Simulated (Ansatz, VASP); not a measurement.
## Pt in VASP and in Ansatz

```
Pt
1.0
    -1.58422    1.58422    1.58422
     1.58422   -1.58422    1.58422
     1.58422    1.58422   -1.58422
Pt
1
Cartesian
  0.0000 0.0000 0.0000
```

Alike in both runs: task single point; functional PBEsol; k mesh 12 × 12 × 12; occupations fermi-dirac, width 0.15 eV; no spin polarisation.

|  | VASP | Ansatz |
| --- | --- | --- |
| version | VASP 6.6.1 | Ansatz 0.2.0 |
| potentials or method | VASP PAW PBE potentials, release 64 (Pt) | plane waves, PAW |
| plane-wave cutoff (eV) | 500 | 420 |
| valence electrons in the cell | 10 | 18 |

VASP gave:

* gap on the k mesh at the Fermi level (eV): none
* pressure (GPa): -11.0

Q: Which values does Ansatz return?

A: gap on the k mesh at the Fermi level (eV): none; pressure (GPa): -10.6.

VASP's potentials were made for PBE, not for PBEsol. A gap of «none» marks a metal or a gap that the smearing closes. VASP's potentials hold 10 valence electrons a cell and Ansatz's 18, so a difference there can come from the potentials and not from the codes.

Neither program's run includes spin-orbit coupling.
